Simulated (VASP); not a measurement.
# Ir (Fm-3m) in VASP: notebook, part 2 of 2

VASP 6.6.1. Earlier steps stand in the parts before.

## Step 3: Single point, r2SCAN

This run uses another cell than the first one, of 14.06 Å³/atom, 1.020 times its volume.

POSCAR

```
Ir
1.0
    0.0000000000      1.9156000000      1.9156000000
    1.9156000000      0.0000000000      1.9156000000
    1.9156000000      1.9156000000      0.0000000000
Ir
1
Direct
    0.0000000000      0.0000000000      0.0000000000
```

INCAR.step1

```
SYSTEM = Ir
PREC     = Accurate       ! precision mode
ENCUT    = 520            ! plane-wave cutoff, eV
ISMEAR   = -1             ! smearing method
SIGMA    = 0.05           ! smearing width, eV
LREAL    = .FALSE.        ! projectors in reciprocal space
LASPH    = .TRUE.         ! aspherical terms in the spheres
NELM     = 80             ! most SCF steps
NBANDS   = 10             ! bands
GGA      = PE             ! functional
ALGO     = Normal         ! electronic algorithm
EDIFF    = 1E-4           ! SCF threshold, eV
LWAVE    = .TRUE.         ! write WAVECAR
LCHARG   = .FALSE.        ! write CHGCAR
```

INCAR.step2

```
SYSTEM = Ir
PREC     = Accurate       ! precision mode
ENCUT    = 520            ! plane-wave cutoff, eV
EDIFF    = 1E-7           ! SCF threshold, eV
ISMEAR   = -1             ! smearing method
SIGMA    = 0.05           ! smearing width, eV
LREAL    = .FALSE.        ! projectors in reciprocal space
LASPH    = .TRUE.         ! aspherical terms in the spheres
NELM     = 80             ! most SCF steps
ALGO     = Normal         ! electronic algorithm
ISIF     = 2              ! what is computed and relaxed
LWAVE    = .FALSE.        ! write WAVECAR
LCHARG   = .FALSE.        ! write CHGCAR
METAGGA  = R2SCAN         ! meta-GGA
LMIXTAU  = .TRUE.       
NBANDS   = 10             ! bands
ISTART   = 1
```

KPOINTS

```
regular mesh
0
G
  12 12 12
  0 0 0
```

Potentials or basis: VASP PAW PBE potentials, release 64 (Ir).

On the command line:

```
$ cat potpaw_PBE.64/Ir/POTCAR > POTCAR
$ cp INCAR.step1 INCAR
$ mpirun -np 1 vasp_std > vasp.out
$ cp INCAR.step2 INCAR
$ mpirun -np 1 vasp_std > vasp.out
```

OUTCAR:

```text
SYSTEM = Ir
   PREC = Accurate
   ENCUT = 520
   EDIFF = 1E-7
   ISMEAR = -1
   LREAL = .FALSE.
   LASPH = .TRUE.
   NELM = 80
   ISIF = 2
   METAGGA = R2SCAN
   ISTART = 1

 ion  position               nearest neighbor table
   1  0.000  0.000  0.000-

  LATTYP: Found a face centered cubic cell.
 ALAT       =     3.8312000000

  Lattice vectors:

 A1 = (   0.0000000000,   1.9156000000,   1.9156000000)
 A2 = (   1.9156000000,   0.0000000000,   1.9156000000)
 A3 = (   1.9156000000,   1.9156000000,   0.0000000000)

Analysis of symmetry for initial positions (statically):
=====================================================================
 Subroutine PRICEL returns:
 Original cell was already a primitive cell.

 Routine SETGRP: Setting up the symmetry group for a
 face centered cubic supercell.

 Subroutine GETGRP returns: Found 48 space group operations
 (whereof 48 operations were pure point group operations)
 out of a pool of 48 trial point group operations.

The static configuration has the point symmetry O_h .

Analysis of symmetry for dynamics (positions and initial velocities):
=====================================================================
 Subroutine PRICEL returns:
 Original cell was already a primitive cell.

 Routine SETGRP: Setting up the symmetry group for a
 face centered cubic supercell.

 Subroutine GETGRP returns: Found 48 space group operations
 (whereof 48 operations were pure point group operations)
 out of a pool of 48 trial point group operations.

The dynamic configuration has the point symmetry O_h .

 Subroutine INISYM returns: Found 48 space group operations
 (whereof 48 operations are pure point group operations),
 and found     1 'primitive' translations

----------------------------------------------------------------------------------------

                                     Primitive cell

[... 110 lines left out ...]
  Fermi-wavevector in a.u.,A,eV,Ry     =   1.410937  2.666284 27.085691  1.990742
  Thomas-Fermi vector in A             =   2.532839
   LORBIT       =      0    0 simple, 1 ext, 2 COOP (PROOUT), +10 PAW based schemes
   METAGGA = R2SCAN    functional components
   LHFCALC =     F    Hartree Fock is set to
   AEXX    =    0.0000 exact exchange contribution
   IVDW    =     0    specifies the selected vdW correction
   LEPSILON=     F    determine dielectric tensor
   LRPA    =     F    only Hartree local field effects (RPA)
 non-spin polarized calculation
  energy-cutoff  :      520.00
  volume of cell :       14.06
 maximum number of plane-waves:       388
   NGX =  9   NGY =  9   NGZ =  9

 number of electron       9.0000000 magnetization

 Free energy of the ion-electron system (eV)
  ---------------------------------------------------
  ext. energy  EPLUGINS =         0.00000000
  ---------------------------------------------------
  free energy    TOTEN  =       -52.38184493 eV

  energy without entropy =      -52.37725319  energy(sigma->0) =      -52.37954906

 E-fermi :  10.3195     XC(G=0): -15.3738

 val. band max:       10.3147921977   @ k =  -0.2500   0.0833   0.0000
 cond. band min:      10.3423295494   @ k =  -0.3333   0.3333   0.0000
 fundamental gap:      0.0275373516
 Fermi energy:        10.3195371871

 k-point     1 :       0.0000    0.0000    0.0000
  band No.  band energies     occupation
      1      -1.3137      2.00000
      2       6.2437      2.00000
      3       6.2437      2.00000
      4       6.2437      2.00000
      5       8.9863      2.00000
      6       8.9863      2.00000
      7      25.3797      0.00000
      8      31.2783      0.00000
      9      31.2783      0.00000
     10      31.2783      0.00000
[... 287 lines left out ...]
 k-point    24 :      -0.4167    0.1667    0.0000
  band No.  band energies     occupation
      1       2.7908      2.00000
      2       5.3020      2.00000
      3       6.9513      2.00000
      4       7.1881      2.00000
      5      10.7719      0.00024
      6      14.2892      0.00000
      7      17.9973      0.00000
      8      26.4563      0.00000
      9      28.7988      0.00000
     10      30.8945      0.00000

 [... further k-points ...]

------------------------ aborting loop because EDIFF is reached ----------------------------------------

  FORCE on cell =-STRESS in cart. coord.  units (eV):
  Direction    XX          YY          ZZ          XY          YZ          ZX
  --------------------------------------------------------------------------------------
  -------------------------------------------------------------------------------------
  Total        0.5388555      0.5388555      0.5388555      0.0000000      0.0000000      0.0000000
  in kB       61.4099089     61.4099089     61.4099089      0.0000000      0.0000000      0.0000000
  external PRESSURE =      61.4099089 kB  Pullay stress =       0.0000000 kB

 VOLUME and BASIS-vectors are now :
 -----------------------------------------------------------------------------
  energy-cutoff  :      520.00
  volume of cell :       14.06
      direct lattice vectors                 reciprocal lattice vectors
     0.000000000  1.915600000  1.915600000    -0.261014826  0.261014826  0.261014826
     1.915600000  0.000000000  1.915600000     0.261014826 -0.261014826  0.261014826
     1.915600000  1.915600000  0.000000000     0.261014826  0.261014826 -0.261014826

 POSITION                                       TOTAL-FORCE (eV/Angst)
 -----------------------------------------------------------------------------------
      0.00000      0.00000      0.00000         0.000000      0.000000     -0.000000
 -----------------------------------------------------------------------------------
    total drift:                                0.000000      0.000000      0.000000

  FREE ENERGIE OF THE ION-ELECTRON SYSTEM (eV)
  ---------------------------------------------------
  free  energy   TOTEN  =       -52.3818449325 eV

  energy  without entropy=      -52.3772531890  energy(sigma->0) =      -52.37954906
```

OUTCAR.step1:

```text
SYSTEM = Ir
   PREC = Accurate
   ENCUT = 520
   ISMEAR = -1
   LREAL = .FALSE.
   LASPH = .TRUE.
[... 528 lines left out ...]
 -----------------------------------------------------------------------------------
      0.00000      0.00000      0.00000         0.000000      0.000000      0.000000
 -----------------------------------------------------------------------------------
    total drift:                                0.000000      0.000000      0.000000

  FREE ENERGIE OF THE ION-ELECTRON SYSTEM (eV)
  ---------------------------------------------------
  free  energy   TOTEN  =        -8.8536998772 eV

  energy  without entropy=       -8.8489783694  energy(sigma->0) =       -8.85133912
```

Run time: 17 s. Hardware: 1 thread of Intel Xeon 6975P-C (Granite Rapids), shared host; peak memory 0.13 GiB.

What came out:

```yaml
Free_energy: -52.3818 eV
Pressure: 6.1 GPa
```

Caveat: the PAW data sets were made with another functional, which shifts forces and pressure a little; spin-orbit coupling is left out, which moves the levels of the heavy elements.
